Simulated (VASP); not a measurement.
A run of VASP 6.6.1:

File INCAR:

```
PREC = Accurate
ENCUT = 520
EDIFF = 1E-6
ISMEAR = -1
SIGMA = 0.08
LREAL = False
LASPH = True
NELM = 60
ALGO = Normal
ISIF = 2
LWAVE = False
LCHARG = True
GGA = PE
LELF = True
LVHAR = True
NBANDS = 12
```

KPOINTS

```
Automatic mesh
0
Gamma
  18 18 18
```

The input POSCAR:

```
P
1.0
    1.0229976477     -0.5906279673      3.3329343908
    0.0000000000      1.1812559345      3.3329343908
   -1.0229976477     -0.5906279673      3.3329343908
P
2
Direct
    0.2500000000      0.2500000000      0.2500000000
   -0.2500000000     -0.2500000000     -0.2500000000
```

Potentials or basis: VASP PAW PBE potentials, release 64 (P).

Launch:

```console
$ cat potpaw_PBE.64/P/POTCAR > POTCAR
$ mpirun -np 1 vasp_std > vasp.out
```

Hardware: 1 thread of AMD EPYC 7R43 64-Core Processor (Zen 3), on a shared host.

Estimate the wall time of this run.

It took 2.9 min on 1 thread of AMD EPYC 7R43 64-Core Processor (Zen 3), on a shared host, peak memory 0.16 GiB. Counts: scf iterations 10, k points 580.
